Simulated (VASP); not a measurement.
# TiB2 (P6/mmm) in VASP: a series of runs, part 2 of 2

VASP 6.6.1. The steps go on from the part before.

## Step 5: Relaxation of cell and atoms, PBEsol, target pressure 5 GPa, at which the enthalpy is minimised

This run uses another cell than the first one, of 8.55 Å³/atom, 1.029 times its volume.

The input, INCAR:

```
ALGO     = Normal         # electronic algorithm
EDIFF    = 1E-6           # SCF threshold, eV
EDIFFG   = -0.01          # ionic threshold
ENCUT    = 600            # plane-wave cutoff, eV
GGA      = PS             # functional
IBRION   = 2              # ionic algorithm
ISIF     = 3              # what is computed and relaxed
ISMEAR   = -1             # smearing method
LASPH    = T              # aspherical terms in the spheres
LCHARG   = F              # write CHGCAR
LREAL    = F              # projectors in reciprocal space
LWAVE    = F              # write WAVECAR
NELM     = 100            # most SCF steps
NSW      = 60             # ionic steps
PREC     = Accurate       # precision mode
PSTRESS  = 50.0         
SIGMA    = 0.05           # smearing width, eV
```

The input, KPOINTS:

```
k-points
0
Gamma
  10 10 8
```

The input, POSCAR:

```
TiB2
1.0
    3.0292000000      0.0000000000      0.0000000000
   -1.5146000000      2.6233641531      0.0000000000
    0.0000000000      0.0000000000      3.2284000000
Ti B
1 2
Direct
    0.0000000000      0.0000000000      0.0000000000
    0.6666666667      0.3333333333      0.5000000000
    0.3333333333      0.6666666667      0.5000000000
```

Potentials or basis: VASP PAW PBE potentials, release 64 (Ti_sv, B).

Started as:

```sh
cat potpaw_PBE.64/Ti_sv/POTCAR potpaw_PBE.64/B/POTCAR > POTCAR
mpirun -np 1 vasp_std > vasp.out
```

OUTCAR:

```text
EDIFF = 1E-6
   EDIFFG = -0.01
   ENCUT = 600
   GGA = PS
   IBRION = 2
   ISIF = 3
   ISMEAR = -1
   LASPH = T
   LREAL = F
   NELM = 100
   NSW = 60
   PREC = Accurate
   PSTRESS = 50.0

 ion  position               nearest neighbor table
   1  0.000  0.000  0.000-   2 2.38   3 2.38   2 2.38   3 2.38   3 2.38   3 2.38   2 2.38   2 2.38
                             2 2.38   2 2.38   3 2.38   3 2.38
   2  0.667  0.333  0.500-   3 1.75   3 1.75   3 1.75   1 2.38   1 2.38   1 2.38   1 2.38   1 2.38
                             1 2.38
   3  0.333  0.667  0.500-   2 1.75   2 1.75   2 1.75   1 2.38   1 2.38   1 2.38   1 2.38   1 2.38
                             1 2.38

  LATTYP: Found a hexagonal cell.
 ALAT       =     3.0292000000
 C/A-ratio  =     1.0657599366

  Lattice vectors:

 A1 = (   3.0292000000,   0.0000000000,   0.0000000000)
 A2 = (  -1.5146000000,   2.6233641531,   0.0000000000)
 A3 = (   0.0000000000,   0.0000000000,   3.2284000000)

Analysis of symmetry for initial positions (statically):
=====================================================================
 Subroutine PRICEL returns:
 Original cell was already a primitive cell.

 Routine SETGRP: Setting up the symmetry group for a
 hexagonal supercell.

 Subroutine GETGRP returns: Found 24 space group operations
 (whereof 24 operations were pure point group operations)
 out of a pool of 24 trial point group operations.

The static configuration has the point symmetry D_6h.

Analysis of symmetry for dynamics (positions and initial velocities):
=====================================================================
 Subroutine PRICEL returns:
 Original cell was already a primitive cell.

 Routine SETGRP: Setting up the symmetry group for a
 hexagonal supercell.

 Subroutine GETGRP returns: Found 24 space group operations
 (whereof 24 operations were pure point group operations)
 out of a pool of 24 trial point group operations.

The dynamic configuration has the point symmetry D_6h.

 Subroutine INISYM returns: Found 24 space group operations
 (whereof 24 operations are pure point group operations),
 and found     1 'primitive' translations

[... 104 lines left out ...]
   POTIM  = 0.5000    time-step for ionic-motion
   TEBEG  =    0.0;   TEEND  =   0.0 temperature during run
   PSTRESS=   50.0 pullay stress
   NELECT =      18.0000    total number of electrons
   NUPDOWN=      -1.0000    fix difference up-down
   EMIN   =  10.00;   EMAX   =-10.00  energy-range for DOS
   EFERMI =   0.00;   METHOD = LEGACY
   ISMEAR =    -1;   SIGMA  =   0.05  broadening in eV -4-tet -1-fermi 0-gaus
   EFERMI_NEDOS =   21; number of points for ismear=-14 and -15
   IALGO  =     38    algorithm
   IMIX   =      4    mixing-type and parameters
     AMIX     =   0.40;   BMIX     =  1.00
     AMIX_MAG =   1.60;   BMIX_MAG =  1.00
  volume/ion in A,a.u.               =       8.55        57.71
  Fermi-wavevector in a.u.,A,eV,Ry     =   1.454703  2.748990 28.792122  2.116161
  Thomas-Fermi vector in A             =   2.571823
   LORBIT       =      0    0 simple, 1 ext, 2 COOP (PROOUT), +10 PAW based schemes
   GGA     = PS    functional components
   LHFCALC =     F    Hartree Fock is set to
   AEXX    =    0.0000 exact exchange contribution
   IVDW    =     0    specifies the selected vdW correction
   LEPSILON=     F    determine dielectric tensor
   LRPA    =     F    only Hartree local field effects (RPA)
 conjugate gradient relaxation of ions
 non-spin polarized calculation
  energy-cutoff  :      600.00
  volume of cell :       25.66
 maximum number of plane-waves:       878
   NGX = 13   NGY = 13   NGZ = 13

--------------------------------------- Ionic step        1  -------------------------------------------

 number of electron      18.0000002 magnetization

 Free energy of the ion-electron system (eV)
  ---------------------------------------------------
  ext. energy  EPLUGINS =         0.00000000
  ---------------------------------------------------
  free energy    TOTEN  =       -25.78023972 eV

  energy without entropy =      -25.77392801  energy(sigma->0) =      -25.77708386

 E-fermi :   9.8380     XC(G=0): -12.8717

 val. band max:        9.8118372200   @ k =   0.2000   0.2000   0.1250
 cond. band min:       9.8395942422   @ k =   0.3000   0.2000   0.0000
 fundamental gap:      0.0277570223
 Fermi energy:         9.8380428717

 k-point     1 :       0.0000    0.0000    0.0000
  band No.  band energies     occupation
      1     -46.7960      2.00000
      2     -23.2503      2.00000
      3     -22.9381      2.00000
      4     -22.9381      2.00000
      5      -3.5603      2.00000
      6       7.3134      2.00000
      7       7.3134      2.00000
      8       7.6024      2.00000
      9       7.7577      2.00000
     10      11.8002      0.00000
     11      11.8002      0.00000
     12      13.5853      0.00000
     13      13.5853      0.00000
[... 484 lines left out ...]
--------------------------------------- Ionic step        4  -------------------------------------------

 number of electron      18.0000004 magnetization

 Free energy of the ion-electron system (eV)
  ---------------------------------------------------
  ext. energy  EPLUGINS =         0.00000000
  ---------------------------------------------------
  free energy    TOTEN  =       -25.78186743 eV

  energy without entropy =      -25.77508654  energy(sigma->0) =      -25.77847698

 E-fermi :  10.2454     XC(G=0): -13.0569

 val. band max:       10.2410507623   @ k =   0.3000   0.2000   0.0000
 cond. band min:      10.2694185260   @ k =   0.4000   0.2000   0.0000
 fundamental gap:      0.0283677636
 Fermi energy:        10.2453503434

 k-point     1 :       0.0000    0.0000    0.0000
  band No.  band energies     occupation
      1     -46.2691      2.00000
      2     -22.7242      2.00000
      3     -22.4037      2.00000
      4     -22.4037      2.00000
      5      -3.3334      2.00000
      6       7.5802      2.00000
      7       7.5802      2.00000
      8       8.1098      2.00000
      9       8.1313      2.00000
     10      12.3385      0.00000
     11      12.3385      0.00000
     12      14.2518      0.00000
     13      14.2518      0.00000
[... 402 lines left out ...]
  energy  without entropy=      -25.7750865418  energy(sigma->0) =      -25.77847698

  enthalpy is  TOTEN    =       -25.0109024547 eV   P V=        0.7709649705

 reached required accuracy - stopping structural energy minimisation
```

OSZICAR:

```text
N       E                     dE             d eps       ncg     rms          rms(c)
DAV:   1     0.134744510302E+03    0.13474E+03   -0.10298E+04  1820   0.174E+03
DAV:   2    -0.199583327191E+02   -0.15470E+03   -0.15085E+03  1855   0.414E+02
DAV:   3    -0.304636837049E+02   -0.10505E+02   -0.10302E+02  2632   0.986E+01
[... 38 lines left out ...]
DAV:   2    -0.257826952937E+02    0.16490E-02   -0.70470E-03  1858   0.860E-01    0.216E-01
DAV:   3    -0.257818942463E+02    0.80105E-03   -0.11054E-03  2175   0.442E-01    0.402E-02
DAV:   4    -0.257818710281E+02    0.23218E-04   -0.98011E-05  2200   0.124E-01    0.115E-02
DAV:   5    -0.257818676188E+02    0.34093E-05   -0.88049E-06  1980   0.371E-02    0.435E-03
DAV:   6    -0.257818674252E+02    0.19354E-06   -0.51540E-07  1115   0.983E-03
   4 F= -.25010902E+02 E0= -.25007512E+02  d E =-.124995E-02
```

It took 43 s on 1 thread of Intel Xeon Platinum 8488C (Sapphire Rapids), shared host; peak memory 0.16 GiB.

Results:

- Free energy: -25.7819 eV
- Relaxed volume: 8.23 Å³/atom
- Relaxed cell: a = 3.002 Å, b = 3.002 Å, c = 3.166 Å, α = 90.00°, β = 90.00°, γ = 120.00°
- Space group after relaxing (to 0.05 Å): P6/mmm (No. 191)
- Energy change on relaxing (the enthalpy is what falls): -0.5 meV/atom
- Ionic steps: 4
- Pressure after relaxing: 4.9 GPa
- Band gap on the k mesh: zero (band 9 reaches 10.81 eV, above the bottom of band 10 at 10.06 eV)

Stress tensor (GPa, compression positive):
```
4.98 0.00 0.00
0.00 4.98 0.00
0.00 0.00 4.88
```

The path:
```csv
step,energy change (eV),largest force (eV/Å),pressure (GPa),volume (Å³)
1,0.0000,0.0000,-4.73,25.66
2,0.0616,0.0000,16.87,23.78
3,-0.0007,0.0000,5.14,24.71
4,-0.0016,0.0000,4.95,24.70
```

Final structure:
```
Ti B
1.0
     3.00161    0.00000    0.00000
    -1.50081    2.59947    0.00000
     0.00000    0.00000    3.16617
Ti B
1 2
Direct
  0.00000 0.00000 0.00000
  0.66667 0.33333 0.50000
  0.33333 0.66667 0.50000
```

Levels at points of the mesh, in eV from the Fermi level:
```
           k point  band 7  band 8  band 9  band 10  band 11  band 12
(0.00, 0.00, 0.00)   -2.67   -2.14   -2.11     2.09     2.09     4.01
(0.50, 0.00, 0.00)   -3.24   -3.18   -2.32     1.51     2.95     3.48
(0.00, 0.00, 0.50)   -0.48   -0.48   -0.18    -0.18     0.53     0.53
(0.50, 0.00, 0.50)   -4.73   -3.90   -3.08     2.78     3.16     4.93
```

Caveat: the cell is relaxed towards a set pressure, so the enthalpy falls and the energy may rise; the PAW data sets were made with another functional, which shifts forces and pressure a little.

## Step 6: The runs side by side

| task | cell | cutoff (eV) | gap on the mesh (eV) | pressure (GPa) |
| --- | --- | --- | --- | --- |
| single point | a = 3.010, b = 3.010, c = 3.179 Å, angles 90.0, 90.0, 120.0°, 3 atoms | 520 | none | 2.4 |
| relaxation of cell and atoms | relaxed from a = 3.029, b = 3.029, c = 3.228 Å, angles 90.0, 90.0, 120.0°, 3 atoms | 600 | none | 0.0 |
| relaxation of cell and atoms | relaxed to 2 GPa from a = 3.029, b = 3.029, c = 3.228 Å, angles 90.0, 90.0, 120.0°, 3 atoms | 600 | none | 2.0 |
| relaxation of cell and atoms | relaxed to 5 GPa from a = 3.029, b = 3.029, c = 3.228 Å, angles 90.0, 90.0, 120.0°, 3 atoms | 600 | none | 4.9 |

Alike in all rows: level PBEsol; potentials or basis VASP PAW PBE potentials, release 64 (Ti_sv, B); no spin polarisation; k mesh 10 × 10 × 8; smearing fermi-dirac 0.05 eV.

Caveats: the PAW data sets were made with another functional, which shifts forces and pressure a little; the cell is relaxed towards a set pressure, so the enthalpy falls and the energy may rise (some runs).

Absolute energies hang on the potentials; compare differences alone.
